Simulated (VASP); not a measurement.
Write the native input for VASP 6.6.1 that does the following.

- Task: electric field gradients
- Functional: PBE
- Potentials or basis: VASP PAW PBE potentials, release 64 (Mg, Mn_pv, V_sv, O)
- Cutoff: 520 eV
- k mesh: 5 × 4 × 3
- Occupations: fermi-dirac, width 0.02 eV
- Spin: collinear spin, ferromagnetic start
- Starting moments: [0.0, 5.0, 0.0, 0.0, 0.0, 0.0, 0.0, 0.0, 0.0, 0.0, 0.0, 0.0, 0.0, 0.0, 0.0, 0.0, 0.0, 0.0] μB
- Dipole correction: no
- Further INCAR settings: LREAL = Auto; ALGO = Normal; EDIFF = 1e-08; NBANDS = 88

The structure of MgMnV4O12 lies in POSCAR:

```
MgMnV4O12
1.0
    4.9669263940      0.0000000000      0.0000000000
   -0.0225985322      5.2997886082      0.0000000000
   -0.1121097943     -0.8454855568      7.6846415694
Mg Mn V O
1 1 4 12
Direct
    0.4996930000      0.9295270000      0.2838480000
    0.0021940000      0.4161540000      0.2889330000
    0.0068220000      0.9847860000      0.9872580000
    0.4979330000      0.5285900000      0.5341130000
    0.0063030000      0.0169580000      0.5326570000
    0.5102610000      0.4811690000      0.9892500000
    0.2846850000      0.2350930000      0.4151920000
    0.1083720000      0.0258980000      0.7417290000
    0.3083390000      0.8506180000      0.0494540000
    0.1912630000      0.7151550000      0.4094980000
    0.8113820000      0.7303510000      0.9308400000
    0.3954310000      0.5375430000      0.7397350000
    0.6522480000      0.5533540000      0.2103740000
    0.2007760000      0.3491910000      0.0445460000
    0.7853210000      0.3321780000      0.5272750000
    0.6925510000      0.2259720000      0.9219270000
    0.8684010000      0.0710660000      0.2135440000
    0.6720730000      0.8315280000      0.5178950000
```

The input as run:

INCAR

```
SYSTEM = MgMnV4O12
PREC     = Accurate       ! precision mode
ENCUT    = 520            ! plane-wave cutoff, eV
EDIFF    = 1E-8           ! SCF threshold, eV
ISMEAR   = -1             ! smearing method
SIGMA    = 0.02           ! smearing width, eV
LREAL    = Auto         
LASPH    = .True.         ! aspherical terms in the spheres
NELM     = 150            ! most SCF steps
ALGO     = Normal         ! electronic algorithm
ISIF     = 2              ! what is computed and relaxed
LWAVE    = .False.        ! write WAVECAR
LCHARG   = .False.        ! write CHGCAR
ISPIN    = 2              ! spin polarisation
MAGMOM   = 0 5 0 0 0 0 0 0 0 0 0 0 0 0 0 0 0 0 ! initial moments
LORBIT   = 11             ! projections on sites
LMAXMIX  = 4              ! l up to which the mixer works
GGA      = PE             ! functional
LEFG     = .True.       
NBANDS   = 88             ! bands
KPAR     = 4
```

KPOINTS

```
Automatic mesh
0
Gamma
  5 4 3
  0 0 0
```

Potentials or basis: VASP PAW PBE potentials, release 64 (Mg, Mn_pv, V_sv, O).

The run is started by

```console
$ cat potpaw_PBE.64/Mg/POTCAR potpaw_PBE.64/Mn_pv/POTCAR potpaw_PBE.64/V_sv/POTCAR potpaw_PBE.64/O/POTCAR > POTCAR
$ mpirun -np 4 vasp_std > vasp.out
```

Results of the run:

```
Pressure                                              : -5.3 GPa
Largest force                                         : 1.355 eV/Å
Band gap on the k mesh                                : 0.26 eV (least direct gap 0.33 eV)
Net moment                                            : 5.00 μB per cell
Site moments                                          : Mg +0.00; Mn +3.62; V +0.05, +0.23, +0.81, +0.17; O -0.01, -0.06, -0.00, -0.02, +0.00, +0.01 (each value once) μB
Largest electric field gradient by atom               : Mg +5.7; Mn +14.3; V -48.3, +36.3, +41.7, -37.4; O -41.8, +19.8, -36.9, -46.3, +29.2, +21.6, +42.6, -41.5, +29.4, +22.5, -51.1, +53.8 V/Å²
Valence electrons inside the program's atomic spheres : Mg 0.35; Mn 11.40; V 11.71, 11.74, 11.54, 11.73; O 5.02, 4.99, 5.03, 5.00, 5.01, 5.04 (each value once)
```

Caveat: the cell stands under tension; without QUAD_EFG the Cq values of the log hold for a quadrupole moment of 1 mb, not for the nuclei; a cell with one magnetic atom can't hold antiferromagnetic order, which such compounds often take; forces of over 1 eV/Å act on the atoms, so gaps and moduli don't describe the material at rest.

Wall time 8.5 min on 4 MPI ranks on Intel(R) Xeon(R) 6975P-C (Granite Rapids), with other jobs on the host, peak memory 0.83 GiB a rank.
